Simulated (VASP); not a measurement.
# HBr (Fmmm) in VASP: a series of runs

HBr is run at these levels: r2SCAN; tasks: relaxation of cell and atoms, single point.

Program: VASP 6.6.1. These are calculated values, not measurements. Logs are shortened: lines on timing, memory, paths and dates and some standing lists are left out, and cuts for length are marked.

## Step 1: The cell of the first run

The typed cell holds 2 atoms: a = 5.374 Å, b = 4.153 Å, c = 4.148 Å, α = 80.70°, β = 49.69°, γ = 49.61°.

## Step 2: Relaxation of cell and atoms, r2SCAN

POSCAR

```
HBr
1.0
    0.0000000000      3.7972027724      3.8030864265
    1.6685951552      0.0000000000      3.8030864265
    1.6685951552      3.7972027724      0.0000000000
H Br
1 1
Direct
    0.0000000000      0.0000000000      0.0000000000
    0.5000000000      0.5000000000      0.5000000000
```

INCAR.step1

```
PREC = Accurate ; ENCUT = 600
ISMEAR = 0 ; SIGMA = 0.02
LREAL = False ; LASPH = True
NELM = 100 ; GGA = PE
ALGO = Normal ; EDIFF = 1E-4
LWAVE = True ; LCHARG = False
```

INCAR.step2

```
PREC = Accurate ; ENCUT = 600
EDIFF = 1E-7 ; ISMEAR = 0
SIGMA = 0.02 ; LREAL = False
LASPH = True ; NELM = 100
ALGO = Normal ; ISIF = 3
LWAVE = False ; LCHARG = False
METAGGA = R2SCAN ; LMIXTAU = True
IBRION = 2 ; NSW = 100
EDIFFG = -0.005 ; ISTART = 1
```

KPOINTS

```
regular mesh
0
Gamma
  10 10 10
```

Potentials or basis: VASP PAW PBE potentials, release 64 (H, Br).

Started as:

```
cat potpaw_PBE.64/H/POTCAR potpaw_PBE.64/Br/POTCAR > POTCAR
cp INCAR.step1 INCAR
mpirun -np 1 vasp_std > vasp.out
cp INCAR.step2 INCAR
mpirun -np 1 vasp_std > vasp.out
```

OUTCAR:

```text
PREC = Accurate
   ENCUT = 600
   EDIFF = 1E-7
   ISMEAR = 0
   LREAL = False
   LASPH = True
   NELM = 100
   ISIF = 3
   METAGGA = R2SCAN
   IBRION = 2
   NSW = 100
   EDIFFG = -0.005
   ISTART = 1

 ion  position               nearest neighbor table
   1  0.000  0.000  0.000-   2 1.67   2 1.67
   2  0.500  0.500  0.500-   1 1.67   1 1.67

  LATTYP: Found a face centered orthorhombic cell.
 ALAT       =     3.3371903104
 B/A-ratio  =     2.2756884800
 C/A-ratio  =     2.2792145924

  Lattice vectors:

 A1 = (   0.0000000000,   3.7972027724,   3.8030864265)
 A2 = (   1.6685951552,   0.0000000000,   3.8030864265)
 A3 = (   1.6685951552,   3.7972027724,   0.0000000000)

Analysis of symmetry for initial positions (statically):
=====================================================================
 Subroutine PRICEL returns:
 Original cell was already a primitive cell.

 Routine SETGRP: Setting up the symmetry group for a
 face centered orthorhombic supercell.

 Subroutine GETGRP returns: Found  8 space group operations
 (whereof  8 operations were pure point group operations)
 out of a pool of  8 trial point group operations.

The static configuration has the point symmetry D_2h.

Analysis of symmetry for dynamics (positions and initial velocities):
=====================================================================
 Subroutine PRICEL returns:
 Original cell was already a primitive cell.

 Routine SETGRP: Setting up the symmetry group for a
 face centered orthorhombic supercell.

 Subroutine GETGRP returns: Found  8 space group operations
 (whereof  8 operations were pure point group operations)
 out of a pool of  8 trial point group operations.

The dynamic configuration has the point symmetry D_2h.

 Subroutine INISYM returns: Found  8 space group operations
 (whereof  8 operations are pure point group operations),
 and found     1 'primitive' translations

----------------------------------------------------------------------------------------

                                     Primitive cell

  volume of cell :      48.1927

  direct lattice vectors                    reciprocal lattice vectors
     0.000000000  3.797202772  3.803086427    -0.299653273  0.131675876  0.131472163
     1.668595155  0.000000000  3.803086427     0.299653273 -0.131675876  0.131472163
     1.668595155  3.797202772  0.000000000     0.299653273  0.131675876 -0.131472163

  length of vectors
     5.374217642  4.153032165  4.147644957     0.352725885  0.352725885  0.352725885

  position of ions in fractional coordinates (direct lattice)
     0.000000000  0.000000000  0.000000000
     0.500000000  0.500000000  0.500000000

  ion indices of the primitive-cell ions
   primitive index   ion index
                 1           1
                 2           2

----------------------------------------------------------------------------------------

 KPOINTS: regular mesh

Automatic generation of k-mesh.
 Grid dimensions read from file:
 generate k-points for:   10   10   10

 Generating k-lattice:

  Cartesian coordinates                     Fractional coordinates (reciprocal lattice)
    -0.029965327  0.013167588  0.013147216     0.100000000  0.000000000  0.000000000
     0.029965327 -0.013167588  0.013147216     0.000000000  0.100000000 -0.000000000
     0.029965327  0.013167588 -0.013147216     0.000000000 -0.000000000  0.100000000

  Length of vectors
     0.035272589  0.035272589  0.035272589

  Shift w.r.t. Gamma in fractional coordinates (k-lattice)
     0.000000000  0.000000000  0.000000000

 Subroutine IBZKPT returns following result:
 ===========================================

 Found    171 irreducible k-points:

 Following reciprocal coordinates:
            Coordinates               Weight
  0.000000  0.000000  0.000000      1.000000
  0.100000  0.000000  0.000000      8.000000
  0.200000  0.000000  0.000000      8.000000
  0.300000  0.000000  0.000000      8.000000
  0.400000  0.000000  0.000000      8.000000
  0.500000  0.000000  0.000000      4.000000
[... 16 lines left out ...]
  0.300000  0.300000  0.000000      2.000000
  0.400000  0.300000  0.000000      8.000000
 [... further k-points ...]
   k-points           NKPTS =    171   k-points in BZ     NKDIM =    171   number of bands    NBANDS=      8
   number of dos      NEDOS =    301   number of ions     NIONS =      2
   total plane-waves  NPLWV =  62208
   dimension x,y,z NGX =    48 NGY =   36 NGZ =   36
   dimension x,y,z NGXF=    96 NGYF=   72 NGZF=   72
   ions per type =               1   1
   NGX,Y,Z   is equivalent  to a cutoff of  14.85, 14.41, 14.43 a.u.
   NGXF,Y,Z  is equivalent  to a cutoff of  29.70, 28.82, 28.86 a.u.
 SYSTEM =  unknown system
   PREC   = accura    normal or accurate (medium, high low for compatibility)
   ISTART =      1    job   : 0-new  1-cont  2-samecut
   ICHARG =      0    charge: 1-file 2-atom 10-const
   ISPIN  =      1    spin polarized calculation?
   LNONCOLLINEAR =      F non collinear calculations
   LSORBIT =      F    spin-orbit coupling
   LASPH  =      T    aspherical Exc in radial PAW
   ENCUT  =  600.0 eV  44.10 Ry    6.64 a.u.  10.73  8.29  8.28*2*pi/ulx,y,z
   NELM   =    100;   NELMIN=  2; NELMDL=  0     # of ELM steps
   EDIFF  = 0.1E-06   stopping-criterion for ELM
   LREAL  =      F    real-space projection
   EDIFFG = -.5E-02   stopping-criterion for IOM
   NSW    =    100    number of steps for IOM
   IBRION =      2    ionic relax: 0-MD 1-quasi-New 2-CG
   NFREE  =      1    steps in history (QN), initial steepest desc. (CG)
   ISIF   =      3    stress and relaxation
   ISYM   =      2    0-nonsym 1-usesym 2-fastsym
   POTIM  = 0.5000    time-step for ionic-motion
   TEBEG  =    0.0;   TEEND  =   0.0 temperature during run
   PSTRESS=    0.0 pullay stress
   NELECT =       8.0000    total number of electrons
   NUPDOWN=      -1.0000    fix difference up-down
   EMIN   =  10.00;   EMAX   =-10.00  energy-range for DOS
   EFERMI =   0.00;   METHOD = LEGACY
   ISMEAR =     0;   SIGMA  =   0.02  broadening in eV -4-tet -1-fermi 0-gaus
   EFERMI_NEDOS =   21; number of points for ismear=-14 and -15
   IALGO  =     38    algorithm
   IMIX   =      4    mixing-type and parameters
     AMIX     =   0.40;   BMIX     =  1.00
     AMIX_MAG =   1.60;   BMIX_MAG =  1.00
  volume/ion in A,a.u.               =      24.10       162.61
  Fermi-wavevector in a.u.,A,eV,Ry     =   0.899728  1.700239 11.014055  0.809510
  Thomas-Fermi vector in A             =   2.022598
   LORBIT       =      0    0 simple, 1 ext, 2 COOP (PROOUT), +10 PAW based schemes
   METAGGA = R2SCAN    functional components
   LHFCALC =     F    Hartree Fock is set to
   AEXX    =    0.0000 exact exchange contribution
   IVDW    =     0    specifies the selected vdW correction
   LEPSILON=     F    determine dielectric tensor
   LRPA    =     F    only Hartree local field effects (RPA)
 conjugate gradient relaxation of ions
 non-spin polarized calculation
 Gauss-broadening in eV      SIGMA  =   0.02
  energy-cutoff  :      600.00
  volume of cell :       48.19
 maximum number of plane-waves:      1627
 NGX is ok and might be reduce to    48

--------------------------------------- Ionic step        1  -------------------------------------------

 number of electron       8.0000000 magnetization

 Free energy of the ion-electron system (eV)
  ---------------------------------------------------
  ext. energy  EPLUGINS =         0.00000000
  ---------------------------------------------------
  free energy    TOTEN  =       -16.59184810 eV

  energy without entropy =      -16.59184810  energy(sigma->0) =      -16.59184810

------------------------ aborting loop because EDIFF is reached ----------------------------------------

  FORCE on cell =-STRESS in cart. coord.  units (eV):
  Direction    XX          YY          ZZ          XY          YZ          ZX
  --------------------------------------------------------------------------------------
  -------------------------------------------------------------------------------------
  Total       -0.0243839     -0.0037851     -0.0072774      0.0000000      0.0000000      0.0000000
  in kB       -0.8106478     -0.1258375     -0.2419400      0.0000000      0.0000000      0.0000000
  external PRESSURE =      -0.3928084 kB  Pullay stress =       0.0000000 kB

 VOLUME and BASIS-vectors are now :
 -----------------------------------------------------------------------------
  energy-cutoff  :      600.00
  volume of cell :       48.19
      direct lattice vectors                 reciprocal lattice vectors
     0.000000000  3.797202772  3.803086427    -0.299653273  0.131675876  0.131472163
     1.668595155  0.000000000  3.803086427     0.299653273 -0.131675876  0.131472163
     1.668595155  3.797202772  0.000000000     0.299653273  0.131675876 -0.131472163
[... 37 lines left out ...]
 POSITION                                       TOTAL-FORCE (eV/Angst)
 -----------------------------------------------------------------------------------
      3.33523      3.79686      3.80242         0.000000      0.000000      0.000000
      1.66761      3.79686      3.80242         0.000000     -0.000000     -0.000000
 -----------------------------------------------------------------------------------
    total drift:                               -0.000000     -0.000000     -0.000000

  FREE ENERGIE OF THE ION-ELECTRON SYSTEM (eV)
  ---------------------------------------------------
  free  energy   TOTEN  =       -16.5918515778 eV

  energy  without entropy=      -16.5918515778  energy(sigma->0) =      -16.59185158

--------------------------------------- Ionic step        3  -------------------------------------------

 number of electron       8.0000000 magnetization

 Free energy of the ion-electron system (eV)
  ---------------------------------------------------
  ext. energy  EPLUGINS =         0.00000000
  ---------------------------------------------------
  free energy    TOTEN  =       -16.59185271 eV

  energy without entropy =      -16.59185271  energy(sigma->0) =      -16.59185271

 E-fermi :  -2.7706     XC(G=0):  -7.2622

 val. band max:       -2.9075413616   @ k =   0.4000  -0.4000   0.1000
 cond. band min:      -1.1853667474   @ k =   0.0000   0.5000   0.5000
 fundamental gap:      1.7221746142
 Fermi energy:        -2.7705576786

 k-point     1 :       0.0000    0.0000    0.0000
  band No.  band energies     occupation
      1     -17.7519      2.00000
      2      -3.2019      2.00000
      3      -3.1945      2.00000
      4      -3.1617      2.00000
      5      -0.8741      0.00000
      6       3.7415      0.00000
      7       7.5088      0.00000
      8      13.0581      0.00000

 k-point     2 :       0.1000    0.0000    0.0000
  band No.  band energies     occupation
      1     -17.6447      2.00000
      2      -4.7397      2.00000
      3      -3.2094      2.00000
      4      -3.1904      2.00000
      5       0.9393      0.00000
      6       4.0309      0.00000
      7       7.7023      0.00000
      8      11.0429      0.00000
[... 221 lines left out ...]
 k-point    23 :       0.3000    0.3000    0.0000
  band No.  band energies     occupation
      1     -17.6622      2.00000
      2      -4.2953      2.00000
      3      -3.2343      2.00000
      4      -3.0927      2.00000
      5      -0.9707      0.00000
      6       5.4509      0.00000
      7       8.3438      0.00000
      8      10.9163      0.00000

 k-point    24 :       0.4000    0.3000    0.0000
  band No.  band energies     occupation
      1     -17.5406      2.00000
      2      -4.8375      2.00000
      3      -4.3939      2.00000
      4      -3.0763      2.00000
      5       0.8478      0.00000
      6       6.0108      0.00000
      7       8.2594      0.00000
      8      10.3771      0.00000

 [... further k-points ...]

------------------------ aborting loop because EDIFF is reached ----------------------------------------

  FORCE on cell =-STRESS in cart. coord.  units (eV):
  Direction    XX          YY          ZZ          XY          YZ          ZX
  --------------------------------------------------------------------------------------
  -------------------------------------------------------------------------------------
  Total        0.0010651     -0.0033878     -0.0067481      0.0000000      0.0000000      0.0000000
  in kB        0.0354302     -0.1126897     -0.2244655      0.0000000      0.0000000      0.0000000
  external PRESSURE =      -0.1005750 kB  Pullay stress =       0.0000000 kB

 VOLUME and BASIS-vectors are now :
 -----------------------------------------------------------------------------
  energy-cutoff  :      600.00
  volume of cell :       48.17
      direct lattice vectors                 reciprocal lattice vectors
     0.000000000  3.796982435  3.802662142    -0.299765327  0.131683517  0.131486832
     1.667971425  0.000000000  3.802662142     0.299765327 -0.131683517  0.131486832
     1.667971425  3.796982435  0.000000000     0.299765327  0.131683517 -0.131486832

 POSITION                                       TOTAL-FORCE (eV/Angst)
 -----------------------------------------------------------------------------------
      0.00000      0.00000      0.00000        -0.000000     -0.000000     -0.000000
      1.66797      3.79698      3.80266         0.000000      0.000000      0.000000
 -----------------------------------------------------------------------------------
    total drift:                               -0.000000     -0.000000     -0.000000

  FREE ENERGIE OF THE ION-ELECTRON SYSTEM (eV)
  ---------------------------------------------------
  free  energy   TOTEN  =       -16.5918527146 eV

  energy  without entropy=      -16.5918527146  energy(sigma->0) =      -16.59185271

 reached required accuracy - stopping structural energy minimisation
```

Wall time 13 min (1 thread of Intel Xeon Platinum 8259CL at 2.50GHz (Skylake/Cascade Lake), shared host); peak memory 0.32 GiB.

What came out:

```
Free energy                           : -16.5919 eV
Relaxed volume                        : 24.08 Å³/atom
Relaxed cell                          : a = 5.374 Å, b = 4.152 Å, c = 4.147 Å, α = 80.70°, β = 49.69°, γ = 49.61°
Space group after relaxing (to 0.1 Å) : I4/mmm (No. 139)
Energy gained by relaxing             : 0.0 meV/atom
Ionic steps                           : 3
Pressure after relaxing               : 0.0 GPa
Band gap on the k mesh                : 1.72 eV (least direct gap 2.02 eV)
```

Final structure:
```
H Br
1.0
     0.00000    3.79698    3.80266
     1.66797    0.00000    3.80266
     1.66797    3.79698    0.00000
H Br
1 1
Direct
  0.00000 0.00000 0.00000
  0.50000 0.50000 0.50000
```

Caveat: the PAW data sets were made with another functional, which shifts forces and pressure a little. A k mesh can miss the band edges.

## Step 3: Single point, r2SCAN (strain along c alone, the other axes held: -4.5 %)

POSCAR

```
HBr
1.0
    3.3371903096      0.0000000000      0.0000000000
    0.0000000000      7.5944054978      0.0000000000
    0.0000000000      0.0000000000      7.2638948532
H Br
4 4
Direct
    0.0000000000      0.0000000000      0.0000000000
    0.0000000000      0.5000000000      0.5000000000
    0.5000000000      0.0000000000      0.5000000000
    0.5000000000      0.5000000000      0.0000000000
    0.5000000000      0.0000000000      0.0000000000
    0.5000000000      0.5000000000      0.5000000000
    0.0000000000      0.0000000000      0.5000000000
    0.0000000000      0.5000000000      0.0000000000
```

INCAR.step1

```
SYSTEM = HBr
  ALGO = Normal
  EDIFF = 1E-4
  ENCUT = 520
  GGA = PE
  ISMEAR = 0
  LASPH = .True.
  LCHARG = .False.
  LREAL = .False.
  LWAVE = .True.
  NBANDS = 26
  NELM = 60
  PREC = Accurate
  SIGMA = 0.02
```

INCAR.step2

```
SYSTEM = HBr
  ALGO = Normal
  EDIFF = 1E-6
  ENCUT = 520
  ISIF = 2
  ISMEAR = 0
  ISTART = 1
  LASPH = .True.
  LCHARG = .False.
  LMIXTAU = .True.
  LREAL = .False.
  LWAVE = .False.
  METAGGA = R2SCAN
  NBANDS = 26
  NELM = 60
  PREC = Accurate
  SIGMA = 0.02
```

KPOINTS

```
k-points
0
Gamma
  8 4 4
  0 0 0
```

Potentials or basis: VASP PAW PBE potentials, release 64 (H, Br).

Started as:

```
cat potpaw_PBE.64/H/POTCAR potpaw_PBE.64/Br/POTCAR > POTCAR
cp INCAR.step1 INCAR
mpirun -np 1 vasp_std > vasp.out
cp INCAR.step2 INCAR
mpirun -np 1 vasp_std > vasp.out
```

Wall time 14 min (1 thread of Intel Xeon 8259CL, shared host); peak memory 0.42 GiB.

It converged, with:

```
Free energy            : -66.3017 eV
Pressure               : 0.2 GPa
Band gap on the k mesh : 1.52 eV
```

Stress tensor (GPa, compression positive):
```
 0.08  0.00  0.00
 0.00 -0.05  0.00
 0.00  0.00  0.42
```

Levels at points of the mesh, in eV from the valence-band top:
| k point | band 13 | band 14 | band 15 | band 16 | band 17 | band 18 | band 19 | band 20 |
| --- | --- | --- | --- | --- | --- | --- | --- | --- |
| (0.00, 0.00, 0.00) | -0.37 | -0.24 | -0.22 | -0.08 | 1.52 | 1.69 | 1.76 | 1.91 |
| (0.50, 0.00, 0.00) | -0.34 | -0.34 | -0.31 | -0.31 | 9.00 | 9.00 | 9.23 | 9.23 |
| (0.00, 0.50, 0.00) | -0.43 | -0.43 | -0.15 | -0.15 | 1.61 | 1.61 | 1.83 | 1.83 |
| (0.50, 0.50, 0.00) | -0.35 | -0.35 | -0.35 | -0.35 | 8.44 | 8.44 | 8.44 | 8.44 |
| (0.00, 0.00, 0.50) | -0.46 | -0.46 | -0.35 | -0.35 | 1.64 | 1.64 | 1.80 | 1.80 |
| (0.50, 0.00, 0.50) | -0.35 | -0.35 | -0.35 | -0.35 | 8.44 | 8.44 | 8.44 | 8.44 |
| (0.00, 0.50, 0.50) | -0.52 | -0.52 | -0.52 | -0.52 | 1.72 | 1.72 | 1.72 | 1.72 |
| (0.50, 0.50, 0.50) | -0.30 | -0.30 | -0.30 | -0.30 | 7.92 | 7.92 | 7.92 | 7.92 |

Caveat: the cell differs from its parent crystal (strain along c alone, the other axes held: -4.5 %); the PAW data sets were made with another functional, which shifts forces and pressure a little. A k mesh can miss the band edges.

## Step 4: Single point, r2SCAN

This run uses another cell than the first one: it holds 8 atoms, not 2.

POSCAR is that of step 3.

INCAR.step1

```
  PREC = Accurate
  ENCUT = 520
  ISMEAR = 0
  SIGMA = 0.02
  LREAL = F
  LASPH = T
  NELM = 60
  NBANDS = 26
  GGA = PE
  ALGO = Normal
  EDIFF = 1E-4
  LWAVE = T
  LCHARG = F
```

INCAR.step2

```
  PREC = Accurate
  ENCUT = 520
  EDIFF = 1E-7
  ISMEAR = 0
  SIGMA = 0.02
  LREAL = F
  LASPH = T
  NELM = 60
  ALGO = Normal
  ISIF = 2
  LWAVE = F
  LCHARG = F
  METAGGA = R2SCAN
  LMIXTAU = T
  NBANDS = 26
  ISTART = 1
```

KPOINTS

```
regular mesh
0
Gamma
  8 4 4
```

Started as:

```
cat potpaw_PBE.64/H/POTCAR potpaw_PBE.64/Br/POTCAR > POTCAR
cp INCAR.step1 INCAR
mpirun -np 1 vasp_std > vasp.out
cp INCAR.step2 INCAR
mpirun -np 1 vasp_std > vasp.out
```

It took 12 min on 1 thread of Intel Xeon 8259CL, shared host; peak memory 0.42 GiB.

The run converged. Its results:

```
Free energy            : -66.3017 eV
Pressure               : 0.2 GPa
Band gap on the k mesh : 1.52 eV
```

Stress tensor (GPa, compression positive):
```
 0.08  0.00  0.00
 0.00 -0.05  0.00
 0.00  0.00  0.42
```

Levels at points of the mesh, in eV from the valence-band top:
| k point | band 13 | band 14 | band 15 | band 16 | band 17 | band 18 | band 19 | band 20 |
| --- | --- | --- | --- | --- | --- | --- | --- | --- |
| (0.00, 0.00, 0.00) | -0.37 | -0.24 | -0.22 | -0.08 | 1.52 | 1.69 | 1.76 | 1.91 |
| (0.50, 0.00, 0.00) | -0.34 | -0.34 | -0.31 | -0.31 | 9.00 | 9.00 | 9.23 | 9.23 |
| (0.00, 0.50, 0.00) | -0.43 | -0.43 | -0.15 | -0.15 | 1.61 | 1.61 | 1.83 | 1.83 |
| (0.50, 0.50, 0.00) | -0.35 | -0.35 | -0.35 | -0.35 | 8.44 | 8.44 | 8.44 | 8.44 |
| (0.00, 0.00, 0.50) | -0.46 | -0.46 | -0.35 | -0.35 | 1.64 | 1.64 | 1.80 | 1.80 |
| (0.50, 0.00, 0.50) | -0.35 | -0.35 | -0.35 | -0.35 | 8.44 | 8.44 | 8.44 | 8.44 |
| (0.00, 0.50, 0.50) | -0.52 | -0.52 | -0.52 | -0.52 | 1.72 | 1.72 | 1.72 | 1.72 |
| (0.50, 0.50, 0.50) | -0.30 | -0.30 | -0.30 | -0.30 | 7.92 | 7.92 | 7.92 | 7.92 |

Caveat: the PAW data sets were made with another functional, which shifts forces and pressure a little. A k mesh can miss the band edges.

[end of part 1 of 2]
